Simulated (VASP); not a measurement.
# Ga3Sb2As (P3m1) in VASP: notebook

The runs below take Ga3Sb2As through single point, relaxation of cell and atoms, with PBE.

All numbers are computed with VASP 6.6.1; they aren't measurements. Logs are shortened: lines on timing, memory, paths and dates and some standing lists are left out, and cuts for length are marked.

## 1. The cell of the first run

The structure is trigonal, space group P3m1 (No. 156). The conventional cell has a = 4.038 Å, b = 4.038 Å, c = 9.892 Å, α = 90.00°, β = 90.00°, γ = 120.00°. Within 3.3 Å of Ga (site symmetry 3m) lie 3 As at 2.47 Å and 1 Sb at 2.47 Å. Ga (site symmetry 3m) has 1 As at 2.47 Å and 3 Sb at 2.47 Å within 3.3 Å. Ga (site symmetry 3m) has 4 Sb at 2.47 Å within 3.3 Å. Within 3.3 Å of Sb (site symmetry 3m) lie 4 Ga at 2.47 Å. Sb (site symmetry 3m) has 4 Ga at 2.47 Å within 3.3 Å. Within 3.3 Å of As (site symmetry 3m) lie 4 Ga at 2.47 Å.

## 2. Single point, PBE

Contents of INCAR:

```
PREC = Accurate
ENCUT = 520
EDIFF = 1E-7
ISMEAR = 0
SIGMA = 0.1
LREAL = False
LASPH = True
NELM = 80
ALGO = Normal
ISIF = 2
LWAVE = False
LCHARG = True
GGA = PE
LELF = True
LVHAR = True
NBANDS = 36
```

Contents of KPOINTS:

```
regular mesh
0
Gamma
  6 6 2
```

Contents of POSCAR:

```
Ga3Sb2As
1.0
    4.0383693400      0.0000000000      0.0000000000
   -2.0191846700      3.4973304400      0.0000000000
    0.0000000000      0.0000000000      9.8919442700
Ga Sb As
3 2 1
Direct
    0.0000000000      0.0000000000      0.0000000000
    0.3333333300      0.6666666700      0.6666666700
    0.6666666700      0.3333333300      0.3333333300
    0.6666666700      0.3333333300      0.5833333300
    0.0000000000      0.0000000000      0.2500000000
    0.3333333300      0.6666666700      0.9166666700
```

Potentials or basis: VASP PAW PBE potentials, release 64 (Ga_d, Sb, As).

On the command line:

```sh
> cat potpaw_PBE.64/Ga_d/POTCAR potpaw_PBE.64/Sb/POTCAR potpaw_PBE.64/As/POTCAR > POTCAR
> mpirun -np 1 vasp_std > vasp.out
```

OUTCAR:

```text
PREC = Accurate
   ENCUT = 520
   EDIFF = 1E-7
   ISMEAR = 0
   LREAL = False
   LASPH = True
   NELM = 80
   ISIF = 2
   GGA = PE

 ion  position               nearest neighbor table
   1  0.000  0.000  0.000-   6 2.47   5 2.47   6 2.47   6 2.47
   2  0.333  0.667  0.667-   6 2.47   4 2.47   4 2.47   4 2.47
   3  0.667  0.333  0.333-   5 2.47   4 2.47   5 2.47   5 2.47
   4  0.667  0.333  0.583-   3 2.47   2 2.47   2 2.47   2 2.47
   5  0.000  0.000  0.250-   3 2.47   1 2.47   3 2.47   3 2.47
   6  0.333  0.667  0.917-   1 2.47   2 2.47   1 2.47   1 2.47

  LATTYP: Found a hexagonal cell.
 ALAT       =     4.0383693400
 C/A-ratio  =     2.4494897413

  Lattice vectors:

 A1 = (   4.0383693400,   0.0000000000,   0.0000000000)
 A2 = (  -2.0191846700,   3.4973304400,   0.0000000000)
 A3 = (   0.0000000000,   0.0000000000,   9.8919442700)

Analysis of symmetry for initial positions (statically):
=====================================================================
 Subroutine PRICEL returns:
 Original cell was already a primitive cell.

 Routine SETGRP: Setting up the symmetry group for a
 hexagonal supercell.

 Subroutine GETGRP returns: Found  6 space group operations
 (whereof  6 operations were pure point group operations)
 out of a pool of 24 trial point group operations.

The static configuration has the point symmetry C_3v.

Analysis of symmetry for dynamics (positions and initial velocities):
=====================================================================
 Subroutine PRICEL returns:
 Original cell was already a primitive cell.

 Routine SETGRP: Setting up the symmetry group for a
 hexagonal supercell.

 Subroutine GETGRP returns: Found  6 space group operations
 (whereof  6 operations were pure point group operations)
 out of a pool of 24 trial point group operations.

The dynamic configuration has the point symmetry C_3v.

 Subroutine INISYM returns: Found  6 space group operations
 (whereof  6 operations are pure point group operations),
 and found     1 'primitive' translations

----------------------------------------------------------------------------------------

                                     Primitive cell

  volume of cell :     139.7090

  direct lattice vectors                    reciprocal lattice vectors
     4.038369340  0.000000000  0.000000000     0.247624701  0.142966188  0.000000000
    -2.019184670  3.497330440  0.000000000     0.000000000  0.285932375  0.000000000
     0.000000000  0.000000000  9.891944270     0.000000000  0.000000000  0.101092361

  length of vectors
     4.038369340  4.038369341  9.891944270     0.285932375  0.285932375  0.101092361

  position of ions in fractional coordinates (direct lattice)
     0.000000000  0.000000000  0.000000000
     0.333333330  0.666666670  0.666666670
     0.666666670  0.333333330  0.333333330
     0.666666670  0.333333330  0.583333330
     0.000000000  0.000000000  0.250000000
     0.333333330  0.666666670  0.916666670

  ion indices of the primitive-cell ions
   primitive index   ion index
                 1           1
                 2           2
                 3           3
                 4           4
                 5           5
                 6           6

----------------------------------------------------------------------------------------

 KPOINTS: regular mesh

Automatic generation of k-mesh.
 Grid dimensions read from file:
 generate k-points for:    6    6    2

 Generating k-lattice:

  Cartesian coordinates                     Fractional coordinates (reciprocal lattice)
     0.041270783  0.023827698  0.000000000     0.166666667  0.000000000  0.000000000
     0.000000000  0.047655396  0.000000000     0.000000000  0.166666667  0.000000000
     0.000000000  0.000000000  0.050546180     0.000000000  0.000000000  0.500000000

  Length of vectors
     0.047655396  0.047655396  0.050546180

  Shift w.r.t. Gamma in fractional coordinates (k-lattice)
     0.000000000  0.000000000  0.000000000

 Subroutine IBZKPT returns following result:
 ===========================================

 Found     14 irreducible k-points:

 Following reciprocal coordinates:
            Coordinates               Weight
  0.000000  0.000000  0.000000      1.000000
  0.166667  0.000000  0.000000      6.000000
  0.333333  0.000000  0.000000      6.000000
  0.500000  0.000000  0.000000      3.000000
  0.166667  0.166667  0.000000      6.000000
  0.333333  0.166667  0.000000     12.000000
  0.333333  0.333333  0.000000      2.000000
  0.000000  0.000000  0.500000      1.000000
  0.166667  0.000000  0.500000      6.000000
  0.333333  0.000000  0.500000      6.000000
  0.500000  0.000000  0.500000      3.000000
  0.166667  0.166667  0.500000      6.000000
  0.333333  0.166667  0.500000     12.000000
  0.333333  0.333333  0.500000      2.000000
   k-points           NKPTS =     14   k-points in BZ     NKDIM =     14   number of bands    NBANDS=     36
   number of dos      NEDOS =    301   number of ions     NIONS =      6
   total plane-waves  NPLWV =  72000
   dimension x,y,z NGX =    30 NGY =   30 NGZ =   80
   dimension x,y,z NGXF=    60 NGYF=   60 NGZF=  160
   ions per type =               3   2   1
   NGX,Y,Z   is equivalent  to a cutoff of  12.35, 12.35, 13.44 a.u.
   NGXF,Y,Z  is equivalent  to a cutoff of  24.70, 24.70, 26.89 a.u.
 SYSTEM =  unknown system
   PREC   = accura    normal or accurate (medium, high low for compatibility)
   ISTART =      0    job   : 0-new  1-cont  2-samecut
   ICHARG =      2    charge: 1-file 2-atom 10-const
   ISPIN  =      1    spin polarized calculation?
   LNONCOLLINEAR =      F non collinear calculations
   LSORBIT =      F    spin-orbit coupling
   LASPH  =      T    aspherical Exc in radial PAW
   ENCUT  =  520.0 eV  38.22 Ry    6.18 a.u.   7.51  7.51 18.39*2*pi/ulx,y,z
   NELM   =     80;   NELMIN=  2; NELMDL= -5     # of ELM steps
   EDIFF  = 0.1E-06   stopping-criterion for ELM
   LREAL  =      F    real-space projection
   EDIFFG = 0.1E-05   stopping-criterion for IOM
   NSW    =      0    number of steps for IOM
   IBRION =     -1    ionic relax: 0-MD 1-quasi-New 2-CG
   NFREE  =      0    steps in history (QN), initial steepest desc. (CG)
   ISIF   =      2    stress and relaxation
   ISYM   =      2    0-nonsym 1-usesym 2-fastsym
   POTIM  = 0.5000    time-step for ionic-motion
   TEBEG  =    0.0;   TEEND  =   0.0 temperature during run
   PSTRESS=    0.0 pullay stress
   NELECT =      54.0000    total number of electrons
   NUPDOWN=      -1.0000    fix difference up-down
   EMIN   =  10.00;   EMAX   =-10.00  energy-range for DOS
   EFERMI =   0.00;   METHOD = LEGACY
   ISMEAR =     0;   SIGMA  =   0.10  broadening in eV -4-tet -1-fermi 0-gaus
   EFERMI_NEDOS =   21; number of points for ismear=-14 and -15
   IALGO  =     38    algorithm
   IMIX   =      4    mixing-type and parameters
     AMIX     =   0.40;   BMIX     =  1.00
     AMIX_MAG =   1.60;   BMIX_MAG =  1.00
  volume/ion in A,a.u.               =      23.28       157.13
  Fermi-wavevector in a.u.,A,eV,Ry     =   1.192517  2.253531 19.348806  1.422097
  Thomas-Fermi vector in A             =   2.328553
   LORBIT       =      0    0 simple, 1 ext, 2 COOP (PROOUT), +10 PAW based schemes
   GGA     = PE    functional components
   LHFCALC =     F    Hartree Fock is set to
   AEXX    =    0.0000 exact exchange contribution
   IVDW    =     0    specifies the selected vdW correction
   LEPSILON=     F    determine dielectric tensor
   LRPA    =     F    only Hartree local field effects (RPA)
 non-spin polarized calculation
 Gauss-broadening in eV      SIGMA  =   0.10
  energy-cutoff  :      520.00
  volume of cell :      139.71
 maximum number of plane-waves:      3816
   NGX = 15   NGY = 15   NGZ = 37

 number of electron      53.9999966 magnetization

 Free energy of the ion-electron system (eV)
  ---------------------------------------------------
  ext. energy  EPLUGINS =         0.00000000
  ---------------------------------------------------
  free energy    TOTEN  =       -21.60147920 eV

  energy without entropy =      -21.60142770  energy(sigma->0) =      -21.60145345

 E-fermi :   6.2941     XC(G=0):  -9.8334

 val. band max:        6.0920840015   @ k =   0.0000   0.0000   0.0000
 cond. band min:       6.4798844594   @ k =   0.0000   0.0000   0.0000
 fundamental gap:      0.3878004579
 Fermi energy:         6.2940951223

 k-point     1 :       0.0000    0.0000    0.0000
  band No.  band energies     occupation
      1      -9.4381      2.00000
      2      -9.3888      2.00000
      3      -9.3888      2.00000
      4      -9.3141      2.00000
      5      -9.3141      2.00000
      6      -9.2761      2.00000
[... 28 lines left out ...]
     35      10.0502      0.00000
     36      10.2263      0.00000

 k-point     2 :       0.1667    0.0000    0.0000
  band No.  band energies     occupation
      1      -9.4414      2.00000
      2      -9.3965      2.00000
      3      -9.3820      2.00000
      4      -9.3184      2.00000
      5      -9.3137      2.00000
      6      -9.2838      2.00000
[... 28 lines left out ...]
     35      10.5929      0.00000
     36      10.6771      0.00000

 k-point     3 :       0.3333    0.0000    0.0000
  band No.  band energies     occupation
      1      -9.4553      2.00000
      2      -9.4056      2.00000
      3      -9.3697      2.00000
      4      -9.3262      2.00000
      5      -9.3113      2.00000
      6      -9.2963      2.00000
[... 28 lines left out ...]
     35      11.4648      0.00000
     36      11.5583      0.00000
[... 352 lines left out ...]
 k-point    13 :       0.3333    0.1667    0.5000
  band No.  band energies     occupation
      1      -9.4599      2.00000
      2      -9.4102      2.00000
      3      -9.3668      2.00000
      4      -9.3259      2.00000
      5      -9.3129      2.00000
      6      -9.2974      2.00000
[... 28 lines left out ...]
     35      11.4391      0.00000
     36      11.8355      0.00000

 k-point    14 :       0.3333    0.3333    0.5000
  band No.  band energies     occupation
      1      -9.4599      2.00000
      2      -9.4127      2.00000
      3      -9.3669      2.00000
      4      -9.3219      2.00000
      5      -9.3168      2.00000
      6      -9.2956      2.00000
[... 28 lines left out ...]
     35      12.3056      0.00000
     36      12.3099      0.00000

------------------------ aborting loop because EDIFF is reached ----------------------------------------

  FORCE on cell =-STRESS in cart. coord.  units (eV):
  Direction    XX          YY          ZZ          XY          YZ          ZX
  --------------------------------------------------------------------------------------
  -------------------------------------------------------------------------------------
  Total       12.6401473     12.6401473     12.1133254      0.0000000      0.0000000      0.0000000
  in kB      144.9567192    144.9567193    138.9151470      0.0000000      0.0000000      0.0000000
  external PRESSURE =     142.9428619 kB  Pullay stress =       0.0000000 kB

 VOLUME and BASIS-vectors are now :
 -----------------------------------------------------------------------------
  energy-cutoff  :      520.00
  volume of cell :      139.71
      direct lattice vectors                 reciprocal lattice vectors
     4.038369340  0.000000000  0.000000000     0.247624701  0.142966188  0.000000000
    -2.019184670  3.497330440  0.000000000     0.000000000  0.285932375  0.000000000
     0.000000000  0.000000000  9.891944270     0.000000000  0.000000000  0.101092361

 POSITION                                       TOTAL-FORCE (eV/Angst)
 -----------------------------------------------------------------------------------
      0.00000      0.00000      0.00000         0.000000      0.000000     -1.404267
     -0.00000      2.33155      6.59463        -0.000000      0.000000      1.387632
      2.01918      1.16578      3.29731        -0.000000     -0.000000     -0.023257
      2.01918      1.16578      5.77030         0.000000      0.000000      0.236048
      0.00000      0.00000      2.47299         0.000000      0.000000     -0.068477
     -0.00000      2.33155      9.06762         0.000000     -0.000000     -0.127678
 -----------------------------------------------------------------------------------
    total drift:                                0.000004     -0.000004     -0.000118

  FREE ENERGIE OF THE ION-ELECTRON SYSTEM (eV)
  ---------------------------------------------------
  free  energy   TOTEN  =       -21.6014791970 eV

  energy  without entropy=      -21.6014276970  energy(sigma->0) =      -21.60145345
```

Run time: 78 s. Hardware: 1 thread of AMD EPYC 7R43 (Zen 3), shared host; peak memory 0.25 GiB.

What came out:

- Free energy: -21.6015 eV
- Pressure: 14.3 GPa
- Largest force: 1.404 eV/Å
- Band gap on the k mesh: 0.39 eV, direct

Forces on the atoms (eV/Å):
```
Ga   0.000  0.000 -1.404
Ga   0.000  0.000  1.388
Ga   0.000  0.000 -0.023
Sb   0.000  0.000  0.236
Sb   0.000  0.000 -0.068
As   0.000  0.000 -0.128
```

Stress tensor (GPa, compression positive):
```
14.50  0.00  0.00
 0.00 14.50  0.00
 0.00  0.00 13.89
```

Caveat: spin-orbit coupling is left out, which moves the levels of the heavy elements; forces of over 1 eV/Å act on the atoms, so gaps and moduli don't describe the material at rest. A k mesh can miss the band edges.

(Continued in part 2 of 2.)
